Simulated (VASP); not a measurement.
# MgS (Fm-3m) in VASP: G0W0 quasiparticle levels with PBE

Aim: the G0W0 quasiparticle levels of MgS with PBE.

Everything below comes from runs of VASP 6.6.1. Logs are shortened: lines on timing, memory, paths and dates and some standing lists are left out, and cuts for length are marked.

## (1) The cell of the first run

Symmetry: Fm-3m, No. 225, cubic system. The conventional cell has a = 5.203 Å, b = 5.203 Å, c = 5.203 Å, α = 90.00°, β = 90.00°, γ = 90.00°. Within 3.4 Å of Mg (site symmetry m-3m) lie 6 S at 2.60 Å. S (site symmetry m-3m) has 6 Mg at 2.60 Å within 3.4 Å.

## (2) G0W0 quasiparticle levels, PBE

Contents of POSCAR:

```
MgS
1.0
    0.0000000000      2.6015177410      2.6015177410
    2.6015177410      0.0000000000      2.6015177410
    2.6015177410      2.6015177410      0.0000000000
Mg S
1 1
Direct
    0.0000000000      0.0000000000      0.0000000000
    0.5000000000      0.5000000000      0.5000000000
```

Contents of INCAR.step1:

```
SYSTEM = MgS
ALGO = Normal
EDIFF = 1E-8
ENCUT = 500
GGA = PE
ISMEAR = 0
LASPH = .TRUE.
LCHARG = .FALSE.
LREAL = .FALSE.
LWAVE = .TRUE.
NELM = 60
PREC = Accurate
SIGMA = 0.01
```

Contents of INCAR.step2:

```
SYSTEM = MgS
ALGO = Exact
EDIFF = 1E-8
ENCUT = 500
GGA = PE
ISMEAR = 0
ISTART = 1
LASPH = .TRUE.
LCHARG = .FALSE.
LOPTICS = .TRUE.
LREAL = .FALSE.
LWAVE = .TRUE.
NBANDS = 61
NELM = 1
PREC = Accurate
SIGMA = 0.01
```

Contents of INCAR.step3:

```
SYSTEM = MgS
ALGO = EVGW0
EDIFF = 1E-8
ENCUT = 500
ENCUTGW = 80.0
GGA = PE
ISMEAR = 0
ISTART = 1
LASPH = .TRUE.
LCHARG = .FALSE.
LREAL = .FALSE.
LWAVE = .FALSE.
NBANDS = 61
NBANDSGW = 12
NELMGW = 1
NOMEGA = 96
OMEGAMAX = 20
PREC = Accurate
PRECFOCK = Fast
SIGMA = 0.01
```

Contents of KPOINTS:

```
k-points
0
G
  8 8 8
  0 0 0
```

Potentials or basis: VASP PAW PBE potentials, release 64 (Mg_GW, S_GW).

Started as:

```
$ cat potpaw_PBE.64/Mg_GW/POTCAR potpaw_PBE.64/S_GW/POTCAR > POTCAR
$ cp INCAR.step1 INCAR
$ mpirun -np 1 vasp_std > vasp.out
$ cp INCAR.step2 INCAR
$ mpirun -np 1 vasp_std > vasp.out
$ cp INCAR.step3 INCAR
$ mpirun -np 1 vasp_std > vasp.out
```

OUTCAR:

```text
SYSTEM = MgS
   EDIFF = 1E-8
   ENCUT = 500
   ENCUTGW = 80.0
   GGA = PE
   ISMEAR = 0
   ISTART = 1
   LASPH = .TRUE.
   LREAL = .FALSE.
   NELMGW = 1
   PREC = Accurate
   PRECFOCK = Fast

 ion  position               nearest neighbor table
   1  0.000  0.000  0.000-
   2  0.500  0.500  0.500-

  LATTYP: Found a face centered cubic cell.
 ALAT       =     5.2030354820

  Lattice vectors:

 A1 = (   0.0000000000,   2.6015177410,   2.6015177410)
 A2 = (   2.6015177410,   0.0000000000,   2.6015177410)
 A3 = (   2.6015177410,   2.6015177410,   0.0000000000)

Analysis of symmetry for initial positions (statically):
=====================================================================
 Subroutine PRICEL returns:
 Original cell was already a primitive cell.

 Routine SETGRP: Setting up the symmetry group for a
 face centered cubic supercell.

 Subroutine GETGRP returns: Found 48 space group operations
 (whereof 48 operations were pure point group operations)
 out of a pool of 48 trial point group operations.

The static configuration has the point symmetry O_h .

Analysis of symmetry for dynamics (positions and initial velocities):
=====================================================================
 Subroutine PRICEL returns:
 Original cell was already a primitive cell.

 Routine SETGRP: Setting up the symmetry group for a
 face centered cubic supercell.

 Subroutine GETGRP returns: Found 48 space group operations
 (whereof 48 operations were pure point group operations)
 out of a pool of 48 trial point group operations.

The dynamic configuration has the point symmetry O_h .

 Subroutine INISYM returns: Found 48 space group operations
 (whereof 48 operations are pure point group operations),
 and found     1 'primitive' translations

----------------------------------------------------------------------------------------

                                     Primitive cell

  volume of cell :      35.2136

  direct lattice vectors                    reciprocal lattice vectors
     0.000000000  2.601517741  2.601517741    -0.192195499  0.192195499  0.192195499
     2.601517741  0.000000000  2.601517741     0.192195499 -0.192195499  0.192195499
     2.601517741  2.601517741  0.000000000     0.192195499  0.192195499 -0.192195499

  length of vectors
     3.679101672  3.679101672  3.679101672     0.332892369  0.332892369  0.332892369

  position of ions in fractional coordinates (direct lattice)
     0.000000000  0.000000000  0.000000000
     0.500000000  0.500000000  0.500000000

  ion indices of the primitive-cell ions
   primitive index   ion index
                 1           1
                 2           2

----------------------------------------------------------------------------------------

 KPOINTS: k-points

Automatic generation of k-mesh.
 Grid dimensions read from file:
 generate k-points for:    8    8    8

 Generating k-lattice:

  Cartesian coordinates                     Fractional coordinates (reciprocal lattice)
    -0.024024437  0.024024437  0.024024437     0.125000000  0.000000000  0.000000000
     0.024024437 -0.024024437  0.024024437     0.000000000  0.125000000  0.000000000
     0.024024437  0.024024437 -0.024024437     0.000000000  0.000000000  0.125000000

  Length of vectors
     0.041611546  0.041611546  0.041611546

  Shift w.r.t. Gamma in fractional coordinates (k-lattice)
     0.000000000  0.000000000  0.000000000

 Subroutine IBZKPT returns following result:
 ===========================================

 Found     29 irreducible k-points:

 Following reciprocal coordinates:
            Coordinates               Weight
  0.000000  0.000000  0.000000      1.000000
  0.125000  0.000000  0.000000      8.000000
  0.250000  0.000000  0.000000      8.000000
  0.375000  0.000000  0.000000      8.000000
  0.500000  0.000000  0.000000      4.000000
  0.125000  0.125000  0.000000      6.000000
[... 16 lines left out ...]
  0.500000  0.250000  0.125000     48.000000
 -0.375000  0.250000  0.125000     24.000000
 [... further k-points ...]
   k-points           NKPTS =     29   k-points in BZ     NKDIM =    512   number of bands    NBANDS=     61
   number of dos      NEDOS =    301   number of ions     NIONS =      2
   total plane-waves  NPLWV =  21952
   dimension x,y,z NGX =    28 NGY =   28 NGZ =   28
   dimension x,y,z NGXF=    56 NGYF=   56 NGZF=   56
   ions per type =               1   1
   NGX,Y,Z   is equivalent  to a cutoff of  12.65, 12.65, 12.65 a.u.
   NGXF,Y,Z  is equivalent  to a cutoff of  25.30, 25.30, 25.30 a.u.
 SYSTEM =  MgS
   PREC   = accura    normal or accurate (medium, high low for compatibility)
   ISTART =      1    job   : 0-new  1-cont  2-samecut
   ICHARG =      0    charge: 1-file 2-atom 10-const
   ISPIN  =      1    spin polarized calculation?
   LNONCOLLINEAR =      F non collinear calculations
   LSORBIT =      F    spin-orbit coupling
   LASPH  =      T    aspherical Exc in radial PAW
   ENCUT  =  500.0 eV  36.75 Ry    6.06 a.u.   6.71  6.71  6.71*2*pi/ulx,y,z
   NELM   =     60;   NELMIN=  2; NELMDL=  0     # of ELM steps
   EDIFF  = 0.1E-07   stopping-criterion for ELM
   LREAL  =      F    real-space projection
   EDIFFG = 0.1E-06   stopping-criterion for IOM
   NSW    =      0    number of steps for IOM
   IBRION =     -1    ionic relax: 0-MD 1-quasi-New 2-CG
   NFREE  =      0    steps in history (QN), initial steepest desc. (CG)
   ISIF   =      0    stress and relaxation
   ISYM   =      3    0-nonsym 1-usesym 2-fastsym
   POTIM  = 0.5000    time-step for ionic-motion
   TEBEG  =    0.0;   TEEND  =   0.0 temperature during run
   PSTRESS=    0.0 pullay stress
   NELECT =       8.0000    total number of electrons
   NUPDOWN=      -1.0000    fix difference up-down
   EMIN   =  10.00;   EMAX   =-10.00  energy-range for DOS
   EFERMI =   0.00;   METHOD = LEGACY
   ISMEAR =     0;   SIGMA  =   0.01  broadening in eV -4-tet -1-fermi 0-gaus
   EFERMI_NEDOS =   21; number of points for ismear=-14 and -15
   IALGO  =     38    algorithm
   IMIX   =      4    mixing-type and parameters
     AMIX     =   0.40;   BMIX     =  1.00
     AMIX_MAG =   1.60;   BMIX_MAG =  1.00
  volume/ion in A,a.u.               =      17.61       118.82
  Fermi-wavevector in a.u.,A,eV,Ry     =   0.998929  1.887702 13.576703  0.997860
  Thomas-Fermi vector in A             =   2.131185
   LORBIT       =      0    0 simple, 1 ext, 2 COOP (PROOUT), +10 PAW based schemes
   GGA     = PE    functional components
   LHFCALC =     T    Hartree Fock is set to
   PRECFOCK=fast      Normal, Fast or Accurate (Low or Medium for compatibility)
   ENCUT4O =  -1.0   cutoff for four orbital integrals eV
   NKREDX  =     1    reduce k-point grid by
   NKREDY  =     1    reduce k-point grid by
   NKREDZ  =     1    reduce k-point grid by
   AEXX    =    1.0000 exact exchange contribution
   HFSCREEN=    0.0000 screening length (either q_TF or 0.3 A-1)
   HFSCREENC=   0.0000 screening length for correlation (either q_TF or 0.3 A-1)
   ENCUTFOCK=  -1.0 apply spherical cutoff to Coloumb kernel
   IVDW    =     0    specifies the selected vdW correction
   LEPSILON=     F    determine dielectric tensor
   LRPA    =     F    only Hartree local field effects (RPA)
   LRPAFORCE           =     F    calculate RPA forces
   ENCUTGW             =  80.0    cutoff for response function in eV
   ENCUTGWSOFT         =  64.0    soft cutoff for Coulomb kernel in GW response function in eV
   ENCUTLF             =  -1.0    cutoff for local field effects
   NELMGW              =     1    number of iterations in solving QP/BSE equation
   NELMHF              =     1    number of iterations in the inner HF iteration
   NKREDLFX            =     1    NKREDLFY  =   1   NKREDLFZ  =   1
 non-spin polarized calculation
 Gauss-broadening in eV      SIGMA  =   0.01
  energy-cutoff  :      500.00
  volume of cell :       35.21
 maximum number of plane-waves:       911
  NGX = 16; NGY = 16; NGZ = 16
   NGX = 13   NGY = 13   NGZ = 13
 maximum number of plane-waves:        64
 NGX is ok and might be reduce to    14

 QP shifts <psi_nk| G(iteration)W_0 |psi_nk>: iteration 1
 for sc-GW calculations column KS-energies equals QP-energies in previous step
 and V_xc(KS)=  KS-energies - (<T + V_ion + V_H > + <T+V_H+V_ion>^1  + <V_x>^1)

 k-point   1 :       0.0000    0.0000    0.0000
  band No.  KS-energies  QP-energies   sigma(KS)   V_xc(KS)     V^pw_x(r,r')   Z            occupation Imag(sigma)

      1      -8.9304      -9.4761     -13.3773     -12.5976     -20.8571       0.6999       2.0000       1.4337
      2       3.7408       3.1084     -14.1145     -13.2977     -16.1278       0.7743       2.0000       0.0413
      3       3.7408       3.1084     -14.1145     -13.2977     -16.1278       0.7743       2.0000       0.0413
      4       3.7408       3.1084     -14.1145     -13.2977     -16.1278       0.7743       2.0000       0.0413
      5       7.4493       8.1732      -9.1110     -10.0115      -5.5596       0.8040       0.0000      -0.0488
      6      11.6600      12.3907      -8.4402      -9.3637      -4.2869       0.7913       0.0000      -0.0695
      7      11.6600      12.3907      -8.4402      -9.3637      -4.2869       0.7913       0.0000      -0.0695
      8      11.6600      12.3907      -8.4402      -9.3637      -4.2869       0.7913       0.0000      -0.0695
      9      14.0079      14.9725      -9.2153     -10.4746      -4.6003       0.7660       0.0000      -0.1270
     10      14.0079      14.9725      -9.2153     -10.4746      -4.6003       0.7660       0.0000      -0.1270
     11      16.2920      16.3456      -7.2073      -7.2792      -1.8402       0.7449       0.0000      -0.2616
     12      16.9243      17.4689      -7.7250      -8.4570      -2.0571       0.7441       0.0000      -0.3920

 k-point   2 :       0.1250    0.0000    0.0000
  band No.  KS-energies  QP-energies   sigma(KS)   V_xc(KS)     V^pw_x(r,r')   Z            occupation Imag(sigma)

      1      -8.7794      -9.3032     -13.4186     -12.6719     -20.8768       0.7014       2.0000       1.4054
      2       2.6928       1.9922     -13.3863     -12.4736     -15.5224       0.7676       2.0000       0.0476
      3       3.6397       2.9941     -14.0599     -13.2260     -16.0952       0.7741       2.0000       0.0419
      4       3.6397       2.9941     -14.0599     -13.2260     -16.0952       0.7741       2.0000       0.0419
      5       8.2506       8.9902      -9.4206     -10.3474      -5.8081       0.7980       0.0000      -0.0513
      6      11.3517      12.0523      -8.5926      -9.4792      -4.4515       0.7903       0.0000      -0.0701
      7      11.9054      12.6535      -8.5235      -9.4736      -4.3067       0.7875       0.0000      -0.0741
      8      11.9054      12.6535      -8.5235      -9.4736      -4.3067       0.7875       0.0000      -0.0741
      9      13.3931      14.2727      -8.8006      -9.9467      -4.2069       0.7675       0.0000      -0.1186
     10      13.3931      14.2727      -8.8006      -9.9467      -4.2069       0.7675       0.0000      -0.1186
     11      16.4207      16.8720      -7.5911      -8.1939      -2.0229       0.7487       0.0000      -0.3656
     12      17.7747      17.9632      -7.5812      -7.8295      -2.0212       0.7592       0.0000      -0.4189
[... 324 lines left out ...]
      1      -7.6301      -8.0016     -13.9568     -13.4261     -21.2153       0.7000       2.0000       1.1483
      2      -0.1712      -1.0825     -12.3049     -11.0575     -15.3539       0.7306       2.0000       0.0963
      3       1.7497       0.9099     -12.9675     -11.8602     -15.4074       0.7584       2.0000       0.0592
      4       2.7534       2.0141     -13.5263     -12.5628     -15.7272       0.7673       2.0000       0.0476
      5       9.3463      10.1338      -8.5825      -9.5751      -4.7385       0.7933       0.0000      -0.0608
      6      10.1190      10.8170      -8.7827      -9.6635      -4.8102       0.7924       0.0000      -0.0638
      7      11.5289      12.2885      -8.9166      -9.8906      -4.6424       0.7799       0.0000      -0.0795
      8      12.7019      13.5705      -9.2241     -10.3622      -4.6491       0.7633       0.0000      -0.1067
      9      15.3406      16.1377      -9.2075     -10.2676      -4.0640       0.7519       0.0000      -0.2183
     10      17.9324      18.6066      -8.3894      -9.2742      -2.7660       0.7620       0.0000      -0.4663
     11      18.6073      19.1594      -8.5379      -9.2658      -2.7666       0.7585       0.0000      -0.5224
     12      19.2442      20.0726      -9.6053     -10.7058      -3.7810       0.7528       0.0000      -0.5264

 k-point  24 :      -0.3750    0.2500    0.1250
  band No.  KS-energies  QP-energies   sigma(KS)   V_xc(KS)     V^pw_x(r,r')   Z            occupation Imag(sigma)

      1      -7.4288      -7.7758     -14.1063     -13.6109     -21.3286       0.7004       2.0000       1.1053
      2      -0.5637      -1.5041     -12.0783     -10.7791     -15.2550       0.7238       2.0000       0.1089
      3       1.6061       0.7595     -12.9282     -11.8090     -15.4066       0.7565       2.0000       0.0612
      4       2.5922       1.8388     -13.4320     -12.4475     -15.6653       0.7653       2.0000       0.0489
      5       9.2979      10.0895      -8.5547      -9.5509      -4.7354       0.7946       0.0000      -0.0602
      6       9.8381      10.5156      -8.7772      -9.6303      -4.8527       0.7941       0.0000      -0.0614
      7      12.1202      12.9782      -8.9777     -10.0915      -4.5677       0.7703       0.0000      -0.0923
      8      13.1312      13.9764      -9.6963     -10.8120      -5.0288       0.7576       0.0000      -0.1143
      9      15.9512      16.5980      -8.5852      -9.4382      -3.3416       0.7582       0.0000      -0.2625
     10      16.9917      17.6872      -8.4879      -9.4135      -2.8653       0.7515       0.0000      -0.4068
     11      19.1143      20.0421      -9.7701     -11.0013      -4.0167       0.7535       0.0000      -0.5033
     12      19.2631      19.7140      -8.2983      -8.8883      -2.5014       0.7641       0.0000      -0.5692

 [... further k-points ...]
```

Wall time 17 min (1 thread of Intel Xeon Platinum 8259CL at 2.50GHz (Skylake/Cascade Lake), shared host); peak memory 0.89 GiB.

What came out:

* Quasiparticle gap: 4.11 eV
* Least direct quasiparticle gap: 5.06 eV
* Band gap of the starting levels on the mesh: 2.77 eV
* Least direct gap of the starting levels on the mesh: 3.71 eV

Caveat: bands, screening cutoff and mesh are small and nothing is extrapolated, so the quasiparticle values aren't converged.
